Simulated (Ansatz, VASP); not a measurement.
**Co: VASP beside Ansatz**

INCAR

```
SYSTEM = Co
  PREC = Accurate
  ENCUT = 690
  EDIFF = 1E-6
  ISMEAR = -1
  SIGMA = 0.05
  LREAL = .False.
  LASPH = .True.
  NELM = 200
  ALGO = Normal
  ISIF = 2
  LWAVE = .False.
  LCHARG = .True.
  ISPIN = 2
  MAGMOM = 1.7 1.7 1.7
  LORBIT = 11
  LMAXMIX = 4
  GGA = PE
  LELF = .True.
  LVHAR = .True.
  NBANDS = 36
  GGA_COMPAT = .False.
```

File KPOINTS:

```
regular mesh
0
Gamma
  10 10 14
  0 0 0
```

The input POSCAR:

```
Co
1.0
    3.7488755480      0.0000000000      0.0000000000
   -1.8744377740      3.2466214602      0.0000000000
    0.0000000000      0.0000000000      2.2884585505
Co
3
Direct
    0.0000000000      0.0000000000      0.0000000000
    0.3333333333      0.6666666667      0.5000000000
    0.6666666667      0.3333333333      0.5000000000
```

Input for Ansatz:

```yaml
crystal:
  lattice:
    - [3.748875548, 0.0, 0.0]
    - [-1.874437774, 3.2466214602, 0.0]
    - [0.0, 0.0, 2.2884585505]
  atoms:
    - { symbol: Co, position: [0.0, 0.0, 0.0], spin: 1.7 }
    - { symbol: Co, position: [0.3333333333, 0.6666666667, 0.5], spin: 1.7 }
    - { symbol: Co, position: [0.6666666667, 0.3333333333, 0.5], spin: 1.7 }
magnetization:
  spin_polarized: true
kpoints:
  mp_grid: { grid: [10, 10, 14] }
scf:
  occupations: { method: fermi_dirac, width: 0.05 }
hamiltonian:
  xc: pbe
  pseudopotentials: { kind: paw }
output:
  forces: true
  stress: true
  eigenvalues: true
  populations: true
```

Change from the starting cell: volume scaled by 0.84, PAW files.

Alike in both runs: task single point; functional PBE; k mesh 10 × 10 × 14; occupations fermi-dirac, width 0.05 eV; collinear spin.

|  | VASP | Ansatz |
| --- | --- | --- |
| version | VASP 6.6.1 | Ansatz 0.2.0 |
| potentials or method | VASP PAW PBE potentials, release 64 (Co_sv) | PAW with Ansatz's default frozen-core files, scalar-relativistic |
| plane-wave cutoff (eV) | 690 | 420 |
| valence electrons in the cell | 51 | 51 |

```csv
,VASP,Ansatz,Ansatz less VASP
pressure (GPa),51.3,53.5,+2.21
net moment per atom (μB),1.48,1.48,-0.001
size of the moment on the site where the two differ most (μB),1.53,1.53,+0.005
```

Site moments also hang on the region over which each program counts them. Both programs put the cell under a high pressure, so it lies far from rest at this level. The functional is the same, so the differences come from potentials, cutoffs and numerics.
